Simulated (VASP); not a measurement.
# ScAl (Pm-3m) in VASP: notebook, part 2 of 3

VASP 6.6.1.

### Step 3. Single point, PBEsol

INCAR reads:

```
SYSTEM = ScAl
PREC = Accurate ; ENCUT = 520
EDIFF = 1E-6 ; ISMEAR = 0
SIGMA = 0.4 ; LREAL = .False.
LASPH = .True. ; NELM = 80
ALGO = Normal ; ISIF = 2
LWAVE = .False. ; LCHARG = .False.
GGA = PS ; NBANDS = 14
```

KPOINTS reads:

```
regular mesh
0
Gamma
  6 6 6
  0 0 0
```

POSCAR reads:

```
ScAl
1.0
    3.3703489700      0.0000000000      0.0000000000
    0.0000000000      3.3703489700      0.0000000000
    0.0000000000      0.0000000000      3.3703489700
Sc Al
1 1
Direct
    0.5000000000      0.5000000000      0.5000000000
    0.0000000000      0.0000000000      0.0000000000
```

Potentials or basis: VASP PAW PBE potentials, release 64 (Sc_sv, Al).

The run is started by

```
$ cat potpaw_PBE.64/Sc_sv/POTCAR potpaw_PBE.64/Al/POTCAR > POTCAR
$ mpirun -np 1 vasp_std > vasp.out
```

OUTCAR:

```text
SYSTEM = ScAl
   PREC = Accurate
   ENCUT = 520
   EDIFF = 1E-6
   ISMEAR = 0
   LREAL = .False.
   LASPH = .True.
   NELM = 80
   ISIF = 2
   GGA = PS

 ion  position               nearest neighbor table
   1  0.500  0.500  0.500-   2 2.92   2 2.92   2 2.92   2 2.92   2 2.92   2 2.92   2 2.92   2 2.92

   2  0.000  0.000  0.000-   1 2.92   1 2.92   1 2.92   1 2.92   1 2.92   1 2.92   1 2.92   1 2.92

  LATTYP: Found a simple cubic cell.
 ALAT       =     3.3703489700

  Lattice vectors:

 A1 = (   3.3703489700,   0.0000000000,   0.0000000000)
 A2 = (   0.0000000000,   3.3703489700,   0.0000000000)
 A3 = (   0.0000000000,   0.0000000000,   3.3703489700)

Analysis of symmetry for initial positions (statically):
=====================================================================
 Subroutine PRICEL returns:
 Original cell was already a primitive cell.

 Routine SETGRP: Setting up the symmetry group for a
 simple cubic supercell.

 Subroutine GETGRP returns: Found 48 space group operations
 (whereof 48 operations were pure point group operations)
 out of a pool of 48 trial point group operations.

The static configuration has the point symmetry O_h .

Analysis of symmetry for dynamics (positions and initial velocities):
=====================================================================
 Subroutine PRICEL returns:
 Original cell was already a primitive cell.

 Routine SETGRP: Setting up the symmetry group for a
 simple cubic supercell.

 Subroutine GETGRP returns: Found 48 space group operations
 (whereof 48 operations were pure point group operations)
 out of a pool of 48 trial point group operations.

The dynamic configuration has the point symmetry O_h .

 Subroutine INISYM returns: Found 48 space group operations
 (whereof 48 operations are pure point group operations),
 and found     1 'primitive' translations

----------------------------------------------------------------------------------------

                                     Primitive cell

  volume of cell :      38.2846

[... 113 lines left out ...]
   LRPA    =     F    only Hartree local field effects (RPA)
 non-spin polarized calculation
 Gauss-broadening in eV      SIGMA  =   0.40
  energy-cutoff  :      520.00
  volume of cell :       38.28
 maximum number of plane-waves:      1064
 NGX is ok and might be reduce to    28
   NGX = 13   NGY = 13   NGZ = 13

 number of electron      14.0000002 magnetization

 Free energy of the ion-electron system (eV)
  ---------------------------------------------------
  ext. energy  EPLUGINS =         0.00000000
  ---------------------------------------------------
  free energy    TOTEN  =       -11.65019189 eV

  energy without entropy =      -11.57193000  energy(sigma->0) =      -11.61106094

 E-fermi :   5.9427     XC(G=0): -10.4066

 val. band max:        5.6990371585   @ k =   0.5000   0.5000   0.1667
 cond. band min:       5.9581028458   @ k =   0.3333   0.0000   0.0000
 fundamental gap:      0.2590656873
 Fermi energy:         5.9427287069

 k-point     1 :       0.0000    0.0000    0.0000
  band No.  band energies     occupation
      1     -43.2400      2.00000
      2     -21.9167      2.00000
      3     -21.9167      2.00000
      4     -21.9167      2.00000
      5      -2.4898      2.00000
      6       5.3022      1.97646
      7       5.3022      1.97646
      8       8.6907      0.00000
      9       8.6907      0.00000
     10       8.6907      0.00000
     11       9.7057      0.00000
     12       9.7057      0.00000
     13       9.7057      0.00000
     14      14.5943      0.00000
[... 309 lines left out ...]
      1     -43.1962      2.00000
      2     -22.0483      2.00000
      3     -22.0483      2.00000
      4     -22.0483      2.00000
      5       3.4264      2.00000
      6       3.4264      2.00000
      7       3.4264      2.00000
      8       5.5236      1.86163
      9       8.8654      0.00000
     10       8.8654      0.00000
     11       8.8654      0.00000
     12       9.7487      0.00000
     13       9.7487      0.00000
     14      12.7212      0.00000

------------------------ aborting loop because EDIFF is reached ----------------------------------------

  FORCE on cell =-STRESS in cart. coord.  units (eV):
  Direction    XX          YY          ZZ          XY          YZ          ZX
  --------------------------------------------------------------------------------------
  -------------------------------------------------------------------------------------
  Total       -0.3360514     -0.3360514     -0.3360514      0.0000000      0.0000000      0.0000000
  in kB      -14.0634438    -14.0634438    -14.0634438      0.0000000      0.0000000      0.0000000
  external PRESSURE =     -14.0634438 kB  Pullay stress =       0.0000000 kB

 VOLUME and BASIS-vectors are now :
 -----------------------------------------------------------------------------
  energy-cutoff  :      520.00
  volume of cell :       38.28
      direct lattice vectors                 reciprocal lattice vectors
     3.370348970  0.000000000  0.000000000     0.296705181  0.000000000  0.000000000
     0.000000000  3.370348970  0.000000000     0.000000000  0.296705181  0.000000000
     0.000000000  0.000000000  3.370348970     0.000000000  0.000000000  0.296705181

 POSITION                                       TOTAL-FORCE (eV/Angst)
 -----------------------------------------------------------------------------------
      1.68517      1.68517      1.68517         0.000000      0.000000      0.000000
      0.00000      0.00000      0.00000         0.000000      0.000000      0.000000
 -----------------------------------------------------------------------------------
    total drift:                                0.000000      0.000000      0.000000

  FREE ENERGIE OF THE ION-ELECTRON SYSTEM (eV)
  ---------------------------------------------------
  free  energy   TOTEN  =       -11.6501918909 eV

  energy  without entropy=      -11.5719299969  energy(sigma->0) =      -11.61106094
```

OSZICAR:

```text
N       E                     dE             d eps       ncg     rms          rms(c)
DAV:   1     0.124459332431E+03    0.12446E+03   -0.66638E+03   560   0.941E+02
DAV:   2    -0.932990716082E+01   -0.13379E+03   -0.12947E+03   560   0.312E+02
DAV:   3    -0.127541710075E+02   -0.34243E+01   -0.33277E+01   846   0.626E+01
DAV:   4    -0.128366870596E+02   -0.82516E-01   -0.82454E-01   674   0.833E+00
DAV:   5    -0.128397271491E+02   -0.30401E-02   -0.30400E-02   818   0.144E+00    0.755E+00
DAV:   6    -0.117084548406E+02    0.11313E+01   -0.19681E+00   862   0.201E+01    0.211E+00
DAV:   7    -0.116648924269E+02    0.43562E-01   -0.83609E-02   912   0.283E+00    0.936E-01
DAV:   8    -0.116507886095E+02    0.14104E-01   -0.14890E-02   742   0.124E+00    0.229E-01
DAV:   9    -0.116502385244E+02    0.55009E-03   -0.16859E-03   876   0.672E-01    0.105E-01
DAV:  10    -0.116502103927E+02    0.28132E-04   -0.32741E-04   864   0.265E-01    0.350E-02
DAV:  11    -0.116501921010E+02    0.18292E-04   -0.56309E-05   844   0.120E-01    0.507E-03
DAV:  12    -0.116501918909E+02    0.21011E-06   -0.22557E-06   746   0.205E-02
   1 F= -.11650192E+02 E0= -.11611061E+02  d E =-.782619E-01
```

It took 19 s on 1 thread of Intel Xeon 8259CL, shared host; peak memory 0.16 GiB.

What came out:

| Property | Result |
| --- | --- |
| Free energy | -11.6502 eV |
| Pressure | -1.4 GPa |
| Band gap on the k mesh | zero (band 7 reaches 6.24 eV, above the bottom of band 8 at 5.13 eV) |

Caveat: the PAW data sets were made with another functional, which shifts forces and pressure a little.

### Step 4. Single point, PBEsol

INCAR reads:

```
SYSTEM = ScAl
PREC = Accurate ; ENCUT = 520
EDIFF = 1E-7 ; ISMEAR = 0
SIGMA = 0.1 ; LREAL = .FALSE.
LASPH = .TRUE. ; NELM = 100
ALGO = Fast ; ISIF = 2
LWAVE = .FALSE. ; LCHARG = .FALSE.
GGA = PS ; NBANDS = 14
```

KPOINTS reads:

```
regular mesh
0
G
  8 8 8
  0 0 0
```

POSCAR is that of step 3.

Potentials or basis: VASP PAW PBE potentials, release 64 (Sc_sv, Al).

The run is started by

```
$ cat potpaw_PBE.64/Sc_sv/POTCAR potpaw_PBE.64/Al/POTCAR > POTCAR
$ mpirun -np 1 vasp_std > vasp.out
```

OUTCAR:

```text
SYSTEM = ScAl
   PREC = Accurate
   ENCUT = 520
   EDIFF = 1E-7
   ISMEAR = 0
   LREAL = .FALSE.
   LASPH = .TRUE.
   NELM = 100
   ISIF = 2
   GGA = PS

 ion  position               nearest neighbor table
   1  0.500  0.500  0.500-   2 2.92   2 2.92   2 2.92   2 2.92   2 2.92   2 2.92   2 2.92   2 2.92

   2  0.000  0.000  0.000-   1 2.92   1 2.92   1 2.92   1 2.92   1 2.92   1 2.92   1 2.92   1 2.92

  LATTYP: Found a simple cubic cell.
 ALAT       =     3.3703489700

  Lattice vectors:

 A1 = (   3.3703489700,   0.0000000000,   0.0000000000)
 A2 = (   0.0000000000,   3.3703489700,   0.0000000000)
 A3 = (   0.0000000000,   0.0000000000,   3.3703489700)

Analysis of symmetry for initial positions (statically):
=====================================================================
 Subroutine PRICEL returns:
 Original cell was already a primitive cell.

 Routine SETGRP: Setting up the symmetry group for a
 simple cubic supercell.

 Subroutine GETGRP returns: Found 48 space group operations
 (whereof 48 operations were pure point group operations)
 out of a pool of 48 trial point group operations.

The static configuration has the point symmetry O_h .

Analysis of symmetry for dynamics (positions and initial velocities):
=====================================================================
 Subroutine PRICEL returns:
 Original cell was already a primitive cell.

 Routine SETGRP: Setting up the symmetry group for a
 simple cubic supercell.

 Subroutine GETGRP returns: Found 48 space group operations
 (whereof 48 operations were pure point group operations)
 out of a pool of 48 trial point group operations.

The dynamic configuration has the point symmetry O_h .

 Subroutine INISYM returns: Found 48 space group operations
 (whereof 48 operations are pure point group operations),
 and found     1 'primitive' translations

----------------------------------------------------------------------------------------

[... 122 lines left out ...]
   LRPA    =     F    only Hartree local field effects (RPA)
 non-spin polarized calculation
 RMM-DIIS sequential band-by-band and
 Gauss-broadening in eV      SIGMA  =   0.10
  energy-cutoff  :      520.00
  volume of cell :       38.28
 maximum number of plane-waves:      1064
 NGX is ok and might be reduce to    28
   NGX = 13   NGY = 13   NGZ = 13

 number of electron      14.0000002 magnetization

 Free energy of the ion-electron system (eV)
  ---------------------------------------------------
  ext. energy  EPLUGINS =         0.00000000
  ---------------------------------------------------
  free energy    TOTEN  =       -11.61847326 eV

  energy without entropy =      -11.61206432  energy(sigma->0) =      -11.61526879

 E-fermi :   5.9689     XC(G=0): -10.4070

 val. band max:        5.9661309328   @ k =   0.5000   0.1250   0.1250
 cond. band min:       5.9946101512   @ k =   0.5000   0.3750   0.1250
 fundamental gap:      0.0284792184
 Fermi energy:         5.9688851804

 k-point     1 :       0.0000    0.0000    0.0000
  band No.  band energies     occupation
      1     -43.2494      2.00000
      2     -21.9255      2.00000
      3     -21.9255      2.00000
      4     -21.9255      2.00000
      5      -2.4898      2.00000
      6       5.2990      2.00000
      7       5.2990      2.00000
      8       8.6844      0.00000
      9       8.6844      0.00000
     10       8.6844      0.00000
     11       9.7055      0.00000
     12       9.7055      0.00000
     13       9.7055      0.00000
     14      14.5917      0.00000
[... 377 lines left out ...]
      1     -43.2199      2.00000
      2     -22.0808      2.00000
      3     -22.0523      2.00000
      4     -21.9199      2.00000
      5       1.2271      2.00000
      6       3.3813      2.00000
      7       4.3746      2.00000
      8       5.9946      0.71600
      9       7.5123      0.00000
     10       7.6454      0.00000
     11       9.7175      0.00000
     12      10.3019      0.00000
     13      11.2924      0.00000
     14      12.7813      0.00000

 [... further k-points ...]

------------------------ aborting loop because EDIFF is reached ----------------------------------------

  FORCE on cell =-STRESS in cart. coord.  units (eV):
  Direction    XX          YY          ZZ          XY          YZ          ZX
  --------------------------------------------------------------------------------------
  -------------------------------------------------------------------------------------
  Total       -0.3955666     -0.3955666     -0.3955666     -0.0000000      0.0000000      0.0000000
  in kB      -16.5541018    -16.5541018    -16.5541018     -0.0000000      0.0000000      0.0000000
  external PRESSURE =     -16.5541018 kB  Pullay stress =       0.0000000 kB

 VOLUME and BASIS-vectors are now :
 -----------------------------------------------------------------------------
  energy-cutoff  :      520.00
  volume of cell :       38.28
      direct lattice vectors                 reciprocal lattice vectors
     3.370348970  0.000000000  0.000000000     0.296705181  0.000000000  0.000000000
     0.000000000  3.370348970  0.000000000     0.000000000  0.296705181  0.000000000
     0.000000000  0.000000000  3.370348970     0.000000000  0.000000000  0.296705181

 POSITION                                       TOTAL-FORCE (eV/Angst)
 -----------------------------------------------------------------------------------
      1.68517      1.68517      1.68517         0.000000      0.000000      0.000000
      0.00000      0.00000      0.00000         0.000000      0.000000      0.000000
 -----------------------------------------------------------------------------------
    total drift:                                0.000000      0.000000      0.000000

  FREE ENERGIE OF THE ION-ELECTRON SYSTEM (eV)
  ---------------------------------------------------
  free  energy   TOTEN  =       -11.6184732597 eV

  energy  without entropy=      -11.6120643207  energy(sigma->0) =      -11.61526879
```

OSZICAR:

```text
N       E                     dE             d eps       ncg     rms          rms(c)
DAV:   1     0.121647810012E+03    0.12165E+03   -0.65557E+03   980   0.932E+02
DAV:   2    -0.956853083262E+01   -0.13122E+03   -0.12765E+03   986   0.317E+02
DAV:   3    -0.127262285033E+02   -0.31577E+01   -0.31028E+01  1432   0.606E+01
DAV:   4    -0.128033010325E+02   -0.77073E-01   -0.77022E-01  1160   0.805E+00
DAV:   5    -0.128067417702E+02   -0.34407E-02   -0.34406E-02  1496   0.156E+00    0.756E+00
RMM:   6    -0.116354658745E+02    0.11713E+01   -0.14734E+00  1014   0.137E+01    0.197E+00
RMM:   7    -0.116299318168E+02    0.55341E-02   -0.81321E-01  1240   0.570E+00    0.852E-01
RMM:   8    -0.116189135654E+02    0.11018E-01   -0.63715E-02  1132   0.301E+00    0.770E-01
RMM:   9    -0.116203574774E+02   -0.14439E-02   -0.50173E-02  1269   0.153E+00    0.268E-01
RMM:  10    -0.116183089400E+02    0.20485E-02   -0.39426E-03  1200   0.803E-01    0.125E-01
RMM:  11    -0.116185542868E+02   -0.24535E-03   -0.18393E-03  1334   0.338E-01    0.675E-02
RMM:  12    -0.116184808851E+02    0.73402E-04   -0.24010E-04  1390   0.162E-01    0.296E-02
RMM:  13    -0.116184745762E+02    0.63089E-05   -0.92435E-05  1422   0.704E-02    0.583E-02
RMM:  14    -0.116184735640E+02    0.10122E-05   -0.12328E-05  1506   0.335E-02    0.360E-02
RMM:  15    -0.116184733464E+02    0.21760E-06   -0.20740E-06  1447   0.134E-02    0.216E-02
RMM:  16    -0.116184732597E+02    0.86650E-07   -0.24189E-07  1064   0.617E-03
   1 F= -.11618473E+02 E0= -.11615269E+02  d E =-.640894E-02
```

stdout:

```text
POSCAR found type information on POSCAR ScAl
 POSCAR found :  2 types and       2 ions
 scaLAPACK will be used
 -----------------------------------------------------------------------------
|                                                                             |
|                                                                             |
|     You enforced a specific xc type in the INCAR file but a different       |
|     I HOPE YOU KNOW WHAT YOU ARE DOING!                                     |
|                                                                             |
 -----------------------------------------------------------------------------

 LDA part: xc-table for (Slater+PW92), standard interpolation
 POSCAR, INCAR and KPOINTS ok, starting setup
 FFT: planning ... GRIDC
 FFT: planning ... GRID_SOFT
 FFT: planning ... GRID
 WAVECAR not read
 entering main loop
```

Run time: 40 s. Hardware: 1 thread of Intel Xeon 8259CL, shared host; peak memory 0.16 GiB.

Results:

```
Free energy            : -11.6185 eV
Pressure               : -1.7 GPa
Band gap on the k mesh : zero (band 7 reaches 6.30 eV, above the bottom of band 8 at 5.13 eV)
```

Caveat: the PAW data sets were made with another functional, which shifts forces and pressure a little.

### Step 5. Single point, PBEsol

INCAR reads:

```
SYSTEM = ScAl
PREC = Accurate
ENCUT = 520
EDIFF = 1E-6
ISMEAR = 0
SIGMA = 0.1
LREAL = .False.
LASPH = .True.
NELM = 80
ALGO = Normal
ISIF = 2
LWAVE = .False.
LCHARG = .False.
GGA = PS
NBANDS = 14
```

KPOINTS reads:

```
Automatic mesh
0
Gamma
  8 8 8
  0.5 0.5 0.5
```

POSCAR is that of step 4.

The run is started by

```
$ cat potpaw_PBE.64/Sc_sv/POTCAR potpaw_PBE.64/Al/POTCAR > POTCAR
$ mpirun -np 1 vasp_std > vasp.out
```

Run time: 18 s. Hardware: 1 thread of Intel Xeon 8259CL, shared host; peak memory 0.16 GiB.

The run converged. Its results:

```yaml
Free_energy: -11.6234 eV
Pressure: -1.8 GPa
Band_gap_on_the_k_mesh: zero (band 7 reaches 6.18 eV, above the bottom of band 8 at 5.64 eV)
```

Levels at points of the mesh, in eV from the Fermi level:
| k point | band 3 | band 4 | band 5 | band 6 | band 7 | band 8 | band 9 | band 10 | band 11 | band 12 |
| --- | --- | --- | --- | --- | --- | --- | --- | --- | --- | --- |
| (0.06, 0.06, 0.06) | -27.87 | -27.87 | -8.26 | -0.67 | -0.67 | 2.14 | 2.49 | 2.49 | 3.98 | 3.98 |

Caveat: the PAW data sets were made with another functional, which shifts forces and pressure a little.

(Part 2 of 3 ends here.)
